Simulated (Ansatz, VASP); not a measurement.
## One calculation of Mg, two programs

```
Mg
1.0
    14.00000    0.00000    0.00000
     0.00000   14.40000    0.00000
     0.00000    0.00000   14.80000
Mg
1
Direct
  0.50000 0.50000 0.50000
```

Alike in both runs: task single point; functional r2SCANh; k mesh 1 × 1 × 1; occupations fermi-dirac, width 0.01 eV; collinear spin.

```csv
,VASP,Ansatz
version,VASP 6.6.1,Ansatz 0.2.0
potentials or method,"VASP PAW PBE potentials, release 64 (Mg), cutoff 520 eV","plane waves (500 eV) with PAW, scalar-relativistic"
valence electrons in the cell,2,10
```

Ansatz gave:

| Property | Result |
| --- | --- |
| gap on the k mesh at the Fermi level (eV) | 4.11 |
| net moment per atom (μB) | 0.00 |

Q: Which values does VASP return?

A: gap on the k mesh at the Fermi level (eV): 4.15; net moment per atom (μB): 0.00.

VASP's potentials were made for PBE, not for r2SCANh. With one functional, cell and mesh, what is left measures potentials, basis and numerics. VASP's potentials hold 2 valence electrons a cell and Ansatz's 10, so a difference there can come from the potentials and not from the codes. Ansatz's warnings: seeded moment not kept, stability check not made, unseeded exchange loop.
